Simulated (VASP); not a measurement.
# Sc12C (a cell with a defect) in VASP: single point with LDA

Aim: the single point of Sc12C (a cell with a defect) with LDA.

Everything below comes from runs of VASP 6.6.1. Logs are shortened: lines on timing, memory, paths and dates and some standing lists are left out, and cuts for length are marked.

### Step 1. The cell of the first run

The cell holds a defect, 13 atoms: a = 6.620 Å, b = 9.930 Å, c = 5.276 Å, α = 90.00°, β = 90.00°, γ = 120.00°.

### Step 2. Single point, LDA

Contents of INCAR:

```
ALGO     = Normal         # electronic algorithm
EDIFF    = 1E-6           # SCF threshold, eV
ENCUT    = 520            # plane-wave cutoff, eV
GGA      = CA             # functional
ISIF     = 2              # what is computed and relaxed
ISMEAR   = -1             # smearing method
LASPH    = T              # aspherical terms in the spheres
LCHARG   = F              # write CHGCAR
LREAL    = F              # projectors in reciprocal space
LWAVE    = F              # write WAVECAR
NBANDS   = 80             # bands
NELM     = 60             # most SCF steps
PREC     = Accurate       # precision mode
SIGMA    = 0.1            # smearing width, eV
```

Contents of KPOINTS:

```
k-points
0
Gamma
  3 2 3
```

Contents of POSCAR:

```
Sc12C
1.0
    6.6200000000      0.0000000000      0.0000000000
   -4.9650000000      8.5996320000      0.0000000000
    0.0000000000      0.0000000000      5.2761400000
Sc C
12 1
Direct
   -0.0035813456     -0.0020027193      0.0047417195
    0.1620252132      0.2164918380      0.5066478130
   -0.0020987520      0.3388610474      0.0139770700
    0.1569429235      0.5527042171      0.4874303496
   -0.0067487636      0.6588734513      0.0101752186
    0.1688520324      0.8944898485      0.5015063102
    0.4989188439     -0.0049165605     -0.0008965420
    0.6745440260      0.2307728294      0.4903800071
    0.5107075687      0.3368241490      0.0133262148
    0.6698447114      0.5506611760      0.4865738931
    0.5057419821      0.6729960402     -0.0059997230
    0.6712618441      0.8914726294      0.4957086009
    0.8339284160      0.4448407533      0.2502586680
```

Potentials or basis: VASP PAW LDA potentials, release 64 (Sc_sv, C).

Command:

```
> cat potpaw_LDA.64/Sc_sv/POTCAR potpaw_LDA.64/C/POTCAR > POTCAR
> mpirun -np 1 vasp_std > vasp.out
```

OUTCAR:

```text
EDIFF = 1E-6
   ENCUT = 520
   GGA = CA
   ISIF = 2
   ISMEAR = -1
   LASPH = T
   LREAL = F
   NELM = 60
   PREC = Accurate

 ion  position               nearest neighbor table
   1  0.996  0.998  0.005-  12 3.19   6 3.23   2 3.23  11 3.24   2 3.25   6 3.25  12 3.27   7 3.28
                             7 3.34   5 3.36   3 3.38   9 3.39
   2  0.162  0.216  0.507-   6 3.22   1 3.23  12 3.24   1 3.25   3 3.28   9 3.28   8 3.30   8 3.33
                             3 3.34   9 3.34  10 3.34   4 3.36
   3  0.998  0.339  0.014-  13 2.23   4 3.10   8 3.12   5 3.19   9 3.22   2 3.28   8 3.33   4 3.33
                             2 3.34  11 3.34   7 3.36   1 3.38   9 3.40
   4  0.157  0.553  0.487-  13 2.24   3 3.10   5 3.13   8 3.20  10 3.21  11 3.28   5 3.32   3 3.33
                            11 3.34   6 3.36   2 3.36  12 3.38  10 3.41
   5  0.993  0.659  0.010-  13 2.23  10 3.12   4 3.13   3 3.19   9 3.20   6 3.29  11 3.30   4 3.32
                            11 3.33  10 3.33   7 3.34   1 3.36   6 3.36
   6  0.169  0.894  0.502-   2 3.22   1 3.23   7 3.24   1 3.25   7 3.26  12 3.28   5 3.29  12 3.34
                             8 3.34   4 3.36  10 3.36   5 3.36
   7  0.499  0.995  0.999-  11 3.22  12 3.22   6 3.24  12 3.25   6 3.26   1 3.28   8 3.29   1 3.34
                             5 3.34   9 3.36   3 3.36   8 3.36
   8  0.675  0.231  0.490-  13 2.23   3 3.12   9 3.12  10 3.19   4 3.20   7 3.29   2 3.30   9 3.32
                             2 3.33   3 3.33   6 3.34  12 3.36   7 3.36
   9  0.511  0.337  0.013-  13 2.24  10 3.10   8 3.12   5 3.20   3 3.22   2 3.28   8 3.32  10 3.33
                             2 3.34   7 3.36  11 3.36   1 3.39   3 3.40
  10  0.670  0.551  0.487-  13 2.23   9 3.10   5 3.12   8 3.19   4 3.21  11 3.28   5 3.33   9 3.33
                            11 3.34   2 3.34   6 3.36  12 3.38   4 3.41
  11  0.506  0.673  0.994-   7 3.22  12 3.23   1 3.24  12 3.25  10 3.28   4 3.28   5 3.30   5 3.33
                            10 3.34   4 3.34   3 3.34   9 3.36
  12  0.671  0.891  0.496-   1 3.19   7 3.22  11 3.23   2 3.24  11 3.25   7 3.25   1 3.27   6 3.28
                             6 3.34   8 3.36  10 3.38   4 3.38
  13  0.834  0.445  0.250-  10 2.23   3 2.23   5 2.23   8 2.23   4 2.24   9 2.24

  LATTYP: Found a simple monoclinic cell.
 ALAT       =     6.6200000000
 B/A-ratio  =     0.7970000000
 C/A-ratio  =     1.3228756170
 COS(beta)  =    -0.1889822420

  Lattice vectors:

 A1 = (   6.6200000000,   0.0000000000,   0.0000000000)
 A2 = (   0.0000000000,   0.0000000000,   5.2761400000)
 A3 = (  -1.6550000000,  -8.5996320000,   0.0000000000)

Analysis of symmetry for initial positions (statically):
=====================================================================
 Subroutine PRICEL returns:
 Original cell was already a primitive cell.

 Routine SETGRP: Setting up the symmetry group for a
 simple monoclinic supercell.

 Subroutine GETGRP returns: Found  1 space group operations
 (whereof  1 operations were pure point group operations)
 out of a pool of  4 trial point group operations.

The static configuration has the point symmetry C_1 .

Analysis of symmetry for dynamics (positions and initial velocities):
=====================================================================
 Subroutine PRICEL returns:
 Original cell was already a primitive cell.

 Routine SETGRP: Setting up the symmetry group for a
 simple monoclinic supercell.

 Subroutine GETGRP returns: Found  1 space group operations
 (whereof  1 operations were pure point group operations)
 out of a pool of  4 trial point group operations.

The dynamic configuration has the point symmetry C_1 .

 Subroutine INISYM returns: Found  1 space group operations
 (whereof  1 operations are pure point group operations),
 and found     1 'primitive' translations

----------------------------------------------------------------------------------------

                                     Primitive cell

  volume of cell :     300.3683

  direct lattice vectors                    reciprocal lattice vectors
     6.620000000  0.000000000  0.000000000     0.151057402  0.087213034  0.000000000
    -4.965000000  8.599632000  0.000000000     0.000000000  0.116284046  0.000000000
     0.000000000  0.000000000  5.276140000     0.000000000  0.000000000  0.189532499

  length of vectors
     6.620000000  9.929999775  5.276140000     0.174426065  0.116284046  0.189532499

  position of ions in fractional coordinates (direct lattice)
     0.996418654  0.997997281  0.004741719
     0.162025213  0.216491838  0.506647813
     0.997901248  0.338861047  0.013977070
[... 39 lines left out ...]
     0.000000000  0.058142023  0.000000000     0.000000000  0.500000000  0.000000000
     0.000000000  0.000000000  0.063177500     0.000000000  0.000000000  0.333333333

  Length of vectors
     0.058142022  0.058142023  0.063177500

  Shift w.r.t. Gamma in fractional coordinates (k-lattice)
     0.000000000  0.000000000  0.000000000

 -----------------------------------------------------------------------------
|                                                                             |
|           W    W    AA    RRRRR   N    N  II  N    N   GGGG   !!!           |
|           W    W   A  A   R    R  NN   N  II  NN   N  G    G  !!!           |
|           W    W  A    A  R    R  N N  N  II  N N  N  G       !!!           |
|           W WW W  AAAAAA  RRRRR   N  N N  II  N  N N  G  GGG   !            |
|           WW  WW  A    A  R   R   N   NN  II  N   NN  G    G                |
|           W    W  A    A  R    R  N    N  II  N    N   GGGG   !!!           |
|                                                                             |
|     Your reciprocal lattice and k-lattice belong to different lattice       |
|     classes:                                                                |
|                                                                             |
|        The reciprocal lattice is simple monoclinic,                         |
|        whereas your k-lattice is hexagonal.                                 |
|                                                                             |
|     Results are often still useful ...                                      |
|                                                                             |
 -----------------------------------------------------------------------------

 Subroutine IBZKPT returns following result:
 ===========================================

 Found     10 irreducible k-points:

 Following reciprocal coordinates:
            Coordinates               Weight
  0.000000  0.000000  0.000000      1.000000
  0.333333  0.000000  0.000000      2.000000
  0.000000  0.500000  0.000000      1.000000
  0.333333  0.500000  0.000000      2.000000
  0.000000  0.000000  0.333333      2.000000
  0.333333  0.000000  0.333333      2.000000
 -0.333333 -0.000000  0.333333      2.000000
  0.000000  0.500000  0.333333      2.000000
  0.333333  0.500000  0.333333      2.000000
 -0.333333  0.500000  0.333333      2.000000
   k-points           NKPTS =     10   k-points in BZ     NKDIM =     10   number of bands    NBANDS=     80
   number of dos      NEDOS =    301   number of ions     NIONS =     13
   total plane-waves  NPLWV = 160000
   dimension x,y,z NGX =    50 NGY =   80 NGZ =   40
   dimension x,y,z NGXF=   100 NGYF=  160 NGZF=   80
   ions per type =              12   1
   NGX,Y,Z   is equivalent  to a cutoff of  12.56, 13.39, 12.60 a.u.
   NGXF,Y,Z  is equivalent  to a cutoff of  25.11, 26.79, 25.21 a.u.
 SYSTEM =  unknown system
   PREC   = accura    normal or accurate (medium, high low for compatibility)
   ISTART =      0    job   : 0-new  1-cont  2-samecut
   ICHARG =      2    charge: 1-file 2-atom 10-const
   ISPIN  =      1    spin polarized calculation?
   LNONCOLLINEAR =      F non collinear calculations
   LSORBIT =      F    spin-orbit coupling
   LASPH  =      T    aspherical Exc in radial PAW
   ENCUT  =  520.0 eV  38.22 Ry    6.18 a.u.  12.31 18.46  9.81*2*pi/ulx,y,z
   NELM   =     60;   NELMIN=  2; NELMDL= -5     # of ELM steps
   EDIFF  = 0.1E-05   stopping-criterion for ELM
   LREAL  =      F    real-space projection
[... 7 lines left out ...]
   TEBEG  =    0.0;   TEEND  =   0.0 temperature during run
   PSTRESS=    0.0 pullay stress
   NELECT =     136.0000    total number of electrons
   NUPDOWN=      -1.0000    fix difference up-down
   EMIN   =  10.00;   EMAX   =-10.00  energy-range for DOS
   EFERMI =   0.00;   METHOD = LEGACY
   ISMEAR =    -1;   SIGMA  =   0.10  broadening in eV -4-tet -1-fermi 0-gaus
   EFERMI_NEDOS =   21; number of points for ismear=-14 and -15
   IALGO  =     38    algorithm
   IMIX   =      4    mixing-type and parameters
     AMIX     =   0.40;   BMIX     =  1.00
     AMIX_MAG =   1.60;   BMIX_MAG =  1.00
  volume/ion in A,a.u.               =      23.11       155.92
  Fermi-wavevector in a.u.,A,eV,Ry     =   1.257100  2.375574 21.501284  1.580300
  Thomas-Fermi vector in A             =   2.390775
   LORBIT       =      0    0 simple, 1 ext, 2 COOP (PROOUT), +10 PAW based schemes
   GGA     = CA    functional components
   LHFCALC =     F    Hartree Fock is set to
   AEXX    =    0.0000 exact exchange contribution
   IVDW    =     0    specifies the selected vdW correction
   LEPSILON=     F    determine dielectric tensor
   LRPA    =     F    only Hartree local field effects (RPA)
 non-spin polarized calculation
  energy-cutoff  :      520.00
  volume of cell :      300.37
 maximum number of plane-waves:      8103
 NGX is ok and might be reduce to    50
   NGX = 25   NGY = 37   NGZ = 19

 number of electron     136.0000003 magnetization

 Free energy of the ion-electron system (eV)
  ---------------------------------------------------
  ext. energy  EPLUGINS =         0.00000000
  ---------------------------------------------------
  free energy    TOTEN  =       -91.65731334 eV

  energy without entropy =      -90.80998802  energy(sigma->0) =      -91.23365068

 E-fermi :   3.5145     XC(G=0): -10.2035

 val. band max:        3.5121824449   @ k =   0.0000   0.5000   0.0000
 cond. band min:       3.5305315716   @ k =   0.0000   0.0000   0.3333
 fundamental gap:      0.0183491267
 Fermi energy:         3.5144870205

 k-point     1 :       0.0000    0.0000    0.0000
  band No.  band energies     occupation
      1     -45.3244      2.00000
      2     -45.3013      2.00000
      3     -45.2968      2.00000
      4     -45.2869      2.00000
      5     -45.2354      2.00000
      6     -45.2204      2.00000
[... 819 lines left out ...]
     79       4.5737      0.00005
     80       4.6057      0.00004

------------------------ aborting loop because EDIFF is reached ----------------------------------------

  FORCE on cell =-STRESS in cart. coord.  units (eV):
  Direction    XX          YY          ZZ          XY          YZ          ZX
  --------------------------------------------------------------------------------------
  -------------------------------------------------------------------------------------
  Total       -7.3148744     -7.2176823     -7.2130619     -0.1300411     -0.0584467     -0.0020109
  in kB      -39.0178461    -38.4994191    -38.4747739     -0.6936445     -0.3117569     -0.0107260
  external PRESSURE =     -38.6640130 kB  Pullay stress =       0.0000000 kB

 VOLUME and BASIS-vectors are now :
 -----------------------------------------------------------------------------
  energy-cutoff  :      520.00
  volume of cell :      300.37
      direct lattice vectors                 reciprocal lattice vectors
     6.620000000  0.000000000  0.000000000     0.151057402  0.087213034  0.000000000
    -4.965000000  8.599632000  0.000000000     0.000000000  0.116284046  0.000000000
     0.000000000  0.000000000  5.276140000     0.000000000  0.000000000  0.189532499

 POSITION                                       TOTAL-FORCE (eV/Angst)
 -----------------------------------------------------------------------------------
      1.64123      8.58241      0.02502         0.015133      0.009830      0.003268
     -0.00228      1.86175      2.67314        -0.002480      0.016939      0.000565
      4.92366      2.91408      0.07374         0.029356     -0.023179     -0.024606
     -1.70521      4.75305      2.57175         0.024561      0.015619      0.010773
      3.30402      5.66607      0.05369         0.000429      0.036341     -0.036300
     -3.32334      7.69228      2.64602         0.013885     -0.014026     -0.000937
     -1.63775      8.55735      5.27141        -0.013879      0.012805     -0.000585
      3.31969      1.98456      2.58731         0.001143     -0.038916      0.037272
      1.70855      2.89656      0.07031        -0.020956     -0.014530     -0.015174
      1.70034      4.73548      2.56723        -0.032352      0.025401      0.027359
      0.00659      5.78752      5.24448        -0.000313     -0.014813     -0.001786
      0.01759      7.66634      2.61543        -0.014872     -0.009025     -0.000743
      3.31197      3.82547      1.32040         0.000345     -0.002446      0.000893
 -----------------------------------------------------------------------------------
    total drift:                               -0.000422     -0.000181     -0.000036

  FREE ENERGIE OF THE ION-ELECTRON SYSTEM (eV)
  ---------------------------------------------------
  free  energy   TOTEN  =       -91.6573133423 eV

  energy  without entropy=      -90.8099880240  energy(sigma->0) =      -91.23365068
```

It took 9.1 min on 1 thread of Intel Xeon Platinum 8259CL at 2.50GHz (Skylake/Cascade Lake), shared host; peak memory 0.39 GiB.

Results:

```
Free energy            : -91.6573 eV
Pressure               : -3.9 GPa
Largest force          : 0.054 eV/Å
Band gap on the k mesh : zero (bands 68 and 69 overlap by 0.31 eV)
```

Forces on the atoms (eV/Å):
```
Sc   0.015  0.010  0.003
Sc  -0.002  0.017  0.001
Sc   0.029 -0.023 -0.025
Sc   0.025  0.016  0.011
Sc   0.000  0.036 -0.036
Sc   0.014 -0.014 -0.001
Sc  -0.014  0.013 -0.001
Sc   0.001 -0.039  0.037
Sc  -0.021 -0.015 -0.015
Sc  -0.032  0.025  0.027
Sc   0.000 -0.015 -0.002
Sc  -0.015 -0.009 -0.001
C    0.000 -0.002  0.001
```

Stress tensor (GPa, compression positive):
```
-3.90 -0.07  0.00
-0.07 -3.85 -0.03
 0.00 -0.03 -3.85
```

Caveat: the k points lie up to 0.40 Å⁻¹ apart.
